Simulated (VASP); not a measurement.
# ScAl3 (I4/mmm) in VASP: notebook

Runs on ScAl3. Level: PBEsol. Tasks: single point.

Everything below comes from runs of VASP 6.6.1. Logs are shortened: lines on timing, memory, paths and dates and some standing lists are left out, and cuts for length are marked.

## (1) The cell of the first run

Symmetry: I4/mmm, No. 139, tetragonal system. Conventional cell: a = 3.912 Å, b = 3.912 Å, c = 8.740 Å, α = 90.00°, β = 90.00°, γ = 90.00°. Within 3.6 Å of Sc (site symmetry 4/mmm) lie 12 Al at 2.77 to 2.93 Å. Within 3.6 Å of Al (site symmetry -4m2) lie 8 Al at 2.77 to 2.93 Å and 4 Sc at 2.93 Å. Al (site symmetry 4/mmm) has 4 Sc at 2.77 Å and 8 Al at 2.93 Å within 3.6 Å.

## (2) Single point, PBEsol (strain -0.0200 x Voigt [1, 1, 0, 0, 0, 0])

Input file INCAR:

```
PREC = Accurate
ENCUT = 520
EDIFF = 1E-6
ISMEAR = 0
SIGMA = 0.15
LREAL = F
LASPH = T
NELM = 80
ALGO = Fast
ISIF = 2
LWAVE = F
LCHARG = F
GGA = PS
NBANDS = 18
```

Input file KPOINTS:

```
Automatic mesh
0
Gamma
  16 16 16
```

Input file POSCAR:

```
ScAl3
1.0
   -1.9558241115      1.9558241115      4.3698183015
    1.9558241115     -1.9558241115      4.3698183015
    1.9558241115      1.9558241115     -4.3698183015
Sc Al
1 3
Direct
    0.0000000000      0.0000000000      0.0000000000
    0.7500000000      0.2500000000      0.5000000000
    0.2500000000      0.7500000000      0.5000000000
    0.5000000000      0.5000000000      0.0000000000
```

Potentials or basis: VASP PAW PBE potentials, release 64 (Sc_sv, Al).

Command:

```bash
cat potpaw_PBE.64/Sc_sv/POTCAR potpaw_PBE.64/Al/POTCAR > POTCAR
mpirun -np 1 vasp_std > vasp.out
```

OUTCAR:

```text
PREC = Accurate
   ENCUT = 520
   EDIFF = 1E-6
   ISMEAR = 0
   LREAL = F
   LASPH = T
   NELM = 80
   ISIF = 2
   GGA = PS

 ion  position               nearest neighbor table
   1  0.000  0.000  0.000-   4 2.77   4 2.77   4 2.77   4 2.77   2 2.93   2 2.93   3 2.93   3 2.93
                             3 2.93   2 2.93   3 2.93   2 2.93
   2  0.750  0.250  0.500-   3 2.77   3 2.77   3 2.77   3 2.77   4 2.93   4 2.93   1 2.93   1 2.93
                             4 2.93   1 2.93   4 2.93   1 2.93
   3  0.250  0.750  0.500-   2 2.77   2 2.77   2 2.77   2 2.77   1 2.93   1 2.93   4 2.93   4 2.93
                             4 2.93   1 2.93   4 2.93   1 2.93
   4  0.500  0.500  0.000-   1 2.77   1 2.77   1 2.77   1 2.77   3 2.93   3 2.93   2 2.93   2 2.93
                             3 2.93   2 2.93   3 2.93   2 2.93

  LATTYP: Found a body centered tetragonal cell.
 ALAT       =     3.9116482230
 C/A-ratio  =     2.2342593466

  Lattice vectors:

 A1 = (  -1.9558241115,   1.9558241115,   4.3698183015)
 A2 = (   1.9558241115,  -1.9558241115,   4.3698183015)
 A3 = (   1.9558241115,   1.9558241115,  -4.3698183015)

Analysis of symmetry for initial positions (statically):
=====================================================================
 Subroutine PRICEL returns:
 Original cell was already a primitive cell.

 Routine SETGRP: Setting up the symmetry group for a
 body centered tetragonal supercell.

 Subroutine GETGRP returns: Found 16 space group operations
 (whereof 16 operations were pure point group operations)
 out of a pool of 16 trial point group operations.

The static configuration has the point symmetry D_4h.

Analysis of symmetry for dynamics (positions and initial velocities):
=====================================================================
 Subroutine PRICEL returns:
 Original cell was already a primitive cell.

 Routine SETGRP: Setting up the symmetry group for a
 body centered tetragonal supercell.

 Subroutine GETGRP returns: Found 16 space group operations
 (whereof 16 operations were pure point group operations)
 out of a pool of 16 trial point group operations.

The dynamic configuration has the point symmetry D_4h.

 Subroutine INISYM returns: Found 16 space group operations
 (whereof 16 operations are pure point group operations),
 and found     1 'primitive' translations

----------------------------------------------------------------------------------------

                                     Primitive cell

  volume of cell :      66.8626

  direct lattice vectors                    reciprocal lattice vectors
    -1.955824111  1.955824111  4.369818301     0.000000000  0.255646710  0.114421233
     1.955824111 -1.955824111  4.369818301     0.255646710  0.000000000  0.114421233
     1.955824111  1.955824111 -4.369818301     0.255646710  0.255646710  0.000000000

  length of vectors
     5.171634935  5.171634935  5.171634935     0.280084736  0.280084736  0.361539045

  position of ions in fractional coordinates (direct lattice)
     0.000000000  0.000000000  0.000000000
     0.750000000  0.250000000  0.500000000
     0.250000000  0.750000000  0.500000000
     0.500000000  0.500000000  0.000000000

  ion indices of the primitive-cell ions
   primitive index   ion index
                 1           1
                 2           2
                 3           3
                 4           4

----------------------------------------------------------------------------------------

 KPOINTS: Automatic mesh

Automatic generation of k-mesh.
 Grid dimensions read from file:
 generate k-points for:   16   16   16

 Generating k-lattice:

  Cartesian coordinates                     Fractional coordinates (reciprocal lattice)
     0.000000000  0.015977919  0.007151327     0.062500000  0.000000000 -0.000000000
     0.015977919  0.000000000  0.007151327     0.000000000  0.062500000 -0.000000000
     0.015977919  0.015977919  0.000000000     0.000000000  0.000000000  0.062500000

  Length of vectors
     0.017505296  0.017505296  0.022596190

  Shift w.r.t. Gamma in fractional coordinates (k-lattice)
     0.000000000  0.000000000  0.000000000

 Subroutine IBZKPT returns following result:
 ===========================================

 Found    349 irreducible k-points:

 Following reciprocal coordinates:
            Coordinates               Weight
  0.000000  0.000000  0.000000      1.000000
  0.062500  0.000000  0.000000      8.000000
  0.125000  0.000000  0.000000      8.000000
  0.187500  0.000000 -0.000000      8.000000
  0.250000  0.000000  0.000000      8.000000
  0.312500  0.000000  0.000000      8.000000
[... 16 lines left out ...]
 -0.125000  0.062500  0.000000     16.000000
 -0.062500  0.062500  0.000000      4.000000
 [... further k-points ...]
   k-points           NKPTS =    349   k-points in BZ     NKDIM =    349   number of bands    NBANDS=     18
   number of dos      NEDOS =    301   number of ions     NIONS =      4
   total plane-waves  NPLWV =  64000
   dimension x,y,z NGX =    40 NGY =   40 NGZ =   40
   dimension x,y,z NGXF=    80 NGYF=   80 NGZF=   80
   ions per type =               1   3
   NGX,Y,Z   is equivalent  to a cutoff of  12.86, 12.86, 12.86 a.u.
   NGXF,Y,Z  is equivalent  to a cutoff of  25.72, 25.72, 25.72 a.u.
 SYSTEM =  unknown system
   PREC   = accura    normal or accurate (medium, high low for compatibility)
   ISTART =      0    job   : 0-new  1-cont  2-samecut
   ICHARG =      2    charge: 1-file 2-atom 10-const
   ISPIN  =      1    spin polarized calculation?
   LNONCOLLINEAR =      F non collinear calculations
   LSORBIT =      F    spin-orbit coupling
   LASPH  =      T    aspherical Exc in radial PAW
   ENCUT  =  520.0 eV  38.22 Ry    6.18 a.u.   9.62  9.62  9.62*2*pi/ulx,y,z
   NELM   =     80;   NELMIN=  2; NELMDL= -5     # of ELM steps
   EDIFF  = 0.1E-05   stopping-criterion for ELM
   LREAL  =      F    real-space projection
   EDIFFG = 0.1E-04   stopping-criterion for IOM
   NSW    =      0    number of steps for IOM
   IBRION =     -1    ionic relax: 0-MD 1-quasi-New 2-CG
   NFREE  =      0    steps in history (QN), initial steepest desc. (CG)
   ISIF   =      2    stress and relaxation
   ISYM   =      2    0-nonsym 1-usesym 2-fastsym
   POTIM  = 0.5000    time-step for ionic-motion
   TEBEG  =    0.0;   TEEND  =   0.0 temperature during run
   PSTRESS=    0.0 pullay stress
   NELECT =      20.0000    total number of electrons
   NUPDOWN=      -1.0000    fix difference up-down
   EMIN   =  10.00;   EMAX   =-10.00  energy-range for DOS
   EFERMI =   0.00;   METHOD = LEGACY
   ISMEAR =     0;   SIGMA  =   0.15  broadening in eV -4-tet -1-fermi 0-gaus
   EFERMI_NEDOS =   21; number of points for ismear=-14 and -15
   IALGO  =     68    algorithm
   IMIX   =      4    mixing-type and parameters
     AMIX     =   0.40;   BMIX     =  1.00
     AMIX_MAG =   1.60;   BMIX_MAG =  1.00
  volume/ion in A,a.u.               =      16.72       112.80
  Fermi-wavevector in a.u.,A,eV,Ry     =   1.094856  2.068979 16.309448  1.198711
  Thomas-Fermi vector in A             =   2.231169
   LORBIT       =      0    0 simple, 1 ext, 2 COOP (PROOUT), +10 PAW based schemes
   GGA     = PS    functional components
   LHFCALC =     F    Hartree Fock is set to
   AEXX    =    0.0000 exact exchange contribution
   IVDW    =     0    specifies the selected vdW correction
   LEPSILON=     F    determine dielectric tensor
   LRPA    =     F    only Hartree local field effects (RPA)
 non-spin polarized calculation
 RMM-DIIS sequential band-by-band and
 Gauss-broadening in eV      SIGMA  =   0.15
  energy-cutoff  :      520.00
  volume of cell :       66.86
 maximum number of plane-waves:      1819
   NGX = 19   NGY = 19   NGZ = 19

 number of electron      20.0000001 magnetization

 Free energy of the ion-electron system (eV)
  ---------------------------------------------------
  ext. energy  EPLUGINS =         0.00000000
  ---------------------------------------------------
  free energy    TOTEN  =       -20.34552523 eV

  energy without entropy =      -20.32257087  energy(sigma->0) =      -20.33404805

 E-fermi :   6.9600     XC(G=0): -10.5865

 val. band max:        6.9589375827   @ k =  -0.3750   0.4375   0.3125
 cond. band min:       6.9616030939   @ k =  -0.4375  -0.4375   0.1250
 fundamental gap:      0.0026655112
 Fermi energy:         6.9599738086

 k-point     1 :       0.0000    0.0000    0.0000
  band No.  band energies     occupation
      1     -41.3865      2.00000
      2     -20.2035      2.00000
      3     -20.1815      2.00000
      4     -20.1815      2.00000
      5      -2.7280      2.00000
      6       4.2894      2.00000
[... 10 lines left out ...]
     17      11.8117      0.00000
     18      13.1519      0.00000

 k-point     2 :       0.0625    0.0000    0.0000
  band No.  band energies     occupation
      1     -41.3864      2.00000
      2     -20.2034      2.00000
      3     -20.1835      2.00000
      4     -20.1813      2.00000
      5      -2.6803      2.00000
      6       4.0443      2.00000
[... 10 lines left out ...]
     17      11.8898      0.00000
     18      11.9712      0.00000

 k-point     3 :       0.1250    0.0000    0.0000
  band No.  band energies     occupation
      1     -41.3862      2.00000
      2     -20.2032      2.00000
      3     -20.1891      2.00000
      4     -20.1810      2.00000
      5      -2.5379      2.00000
      6       3.7138      2.00000
[... 10 lines left out ...]
     17      11.8738      0.00000
     18      12.2707      0.00000

 k-point     4 :       0.1875    0.0000   -0.0000
  band No.  band energies     occupation
      1     -41.3858      2.00000
      2     -20.2030      2.00000
      3     -20.1974      2.00000
      4     -20.1804      2.00000
      5      -2.3029      2.00000
      6       3.3485      2.00000
[... 375 lines left out ...]
      4     -20.1822      2.00000
      5      -2.3023      2.00000
      6       3.6469      2.00000
[... 10 lines left out ...]
     17      11.8203      0.00000
     18      12.5976      0.00000

 k-point    23 :      -0.1250    0.0625    0.0000
  band No.  band energies     occupation
      1     -41.3861      2.00000
      2     -20.2029      2.00000
      3     -20.1889      2.00000
      4     -20.1829      2.00000
      5      -2.5219      2.00000
      6       4.0772      2.00000
[... 10 lines left out ...]
     17      11.8261      0.00000
     18      12.3365      0.00000

 k-point    24 :      -0.0625    0.0625    0.0000
  band No.  band energies     occupation
      1     -41.3864      2.00000
      2     -20.2032      2.00000
      3     -20.1835      2.00000
      4     -20.1831      2.00000
      5      -2.6484      2.00000
      6       4.3577      2.00000
[... 10 lines left out ...]
     17      11.8648      0.00000
     18      11.9993      0.00000

 [... further k-points ...]

------------------------ aborting loop because EDIFF is reached ----------------------------------------

  FORCE on cell =-STRESS in cart. coord.  units (eV):
  Direction    XX          YY          ZZ          XY          YZ          ZX
  --------------------------------------------------------------------------------------
  -------------------------------------------------------------------------------------
  Total        2.1426002      2.1426002      0.8261520      0.0000000     -0.0000000     -0.0000000
  in kB       51.3415257     51.3415257     19.7964609      0.0000000     -0.0000000     -0.0000000
  external PRESSURE =      40.8265041 kB  Pullay stress =       0.0000000 kB

 VOLUME and BASIS-vectors are now :
 -----------------------------------------------------------------------------
  energy-cutoff  :      520.00
  volume of cell :       66.86
      direct lattice vectors                 reciprocal lattice vectors
    -1.955824111  1.955824111  4.369818301     0.000000000  0.255646710  0.114421233
     1.955824111 -1.955824111  4.369818301     0.255646710  0.000000000  0.114421233
     1.955824111  1.955824111 -4.369818301     0.255646710  0.255646710  0.000000000

 POSITION                                       TOTAL-FORCE (eV/Angst)
 -----------------------------------------------------------------------------------
      0.00000      0.00000      0.00000        -0.000000      0.000000     -0.000000
      0.00000      1.95582      2.18491         0.000000     -0.000000      0.000000
      1.95582      0.00000      2.18491        -0.000000     -0.000000      0.000000
      0.00000      0.00000      4.36982        -0.000000      0.000000     -0.000000
 -----------------------------------------------------------------------------------
    total drift:                               -0.000000     -0.000000      0.000000

  FREE ENERGIE OF THE ION-ELECTRON SYSTEM (eV)
  ---------------------------------------------------
  free  energy   TOTEN  =       -20.3455252285 eV

  energy  without entropy=      -20.3225708673  energy(sigma->0) =      -20.33404805
```

It took 20 min on 1 thread of Oxide Virtual Turin-like, shared host; peak memory 0.51 GiB.

What came out:

```
Free energy            : -20.3455 eV
Pressure               : 4.1 GPa
Band gap on the k mesh : zero (bands 10 and 11 overlap by 2.13 eV)
```

Caveat: the cell differs from its parent crystal (strain -0.0200 x Voigt [1, 1, 0, 0, 0, 0]); the cell stands under pressure; the PAW data sets were made with another functional, which shifts forces and pressure a little.

## (3) Single point, PBEsol (strain -0.0100 x Voigt [1, 1, 0, 0, 0, 0])

Input file INCAR:

```
SYSTEM = ScAl3
PREC = Accurate
ENCUT = 520
EDIFF = 1E-6
ISMEAR = 0
SIGMA = 0.15
LREAL = .FALSE.
LASPH = .TRUE.
NELM = 60
ALGO = Fast
ISIF = 2
LWAVE = .FALSE.
LCHARG = .FALSE.
GGA = PS
NBANDS = 18
```

Input file KPOINTS:

```
Automatic mesh
0
G
  16 16 16
  0 0 0
```

Input file POSCAR:

```
ScAl3
1.0
   -1.9757815004      1.9757815004      4.3698183015
    1.9757815004     -1.9757815004      4.3698183015
    1.9757815004      1.9757815004     -4.3698183015
Sc Al
1 3
Direct
    0.0000000000      0.0000000000      0.0000000000
    0.7500000000      0.2500000000      0.5000000000
    0.2500000000      0.7500000000      0.5000000000
    0.5000000000      0.5000000000      0.0000000000
```

Potentials or basis: VASP PAW PBE potentials, release 64 (Sc_sv, Al).

Command:

```bash
cat potpaw_PBE.64/Sc_sv/POTCAR potpaw_PBE.64/Al/POTCAR > POTCAR
mpirun -np 1 vasp_std > vasp.out
```

Wall time 19 min (1 thread of Oxide Virtual Turin-like, shared host); peak memory 0.52 GiB.

Results (log left out):

```yaml
Free_energy: -20.3782 eV
Pressure: 2.0 GPa
Band_gap_on_the_k_mesh: zero (bands 10 and 11 overlap by 2.07 eV)
```

Stress tensor (GPa, compression positive):
```
2.50 0.00 0.00
0.00 2.50 0.00
0.00 0.00 1.03
```

Levels at points of the mesh, in eV from the Fermi level:
```csv
k point,band 8,band 9,band 10,band 11,band 12,band 13
"(0.00, 0.00, 0.00)",-1.00,-1.00,-0.93,1.75,1.75,1.79
"(0.50, 0.00, 0.00)",-2.76,-0.68,0.34,1.20,1.96,2.90
"(0.50, 0.50, 0.00)",-3.50,-2.39,-1.90,-0.53,2.71,2.81
"(0.50, 0.50, 0.50)",-0.89,-0.89,0.22,1.55,1.55,2.01
```

Caveat: the cell differs from its parent crystal (strain -0.0100 x Voigt [1, 1, 0, 0, 0, 0]); the PAW data sets were made with another functional, which shifts forces and pressure a little.
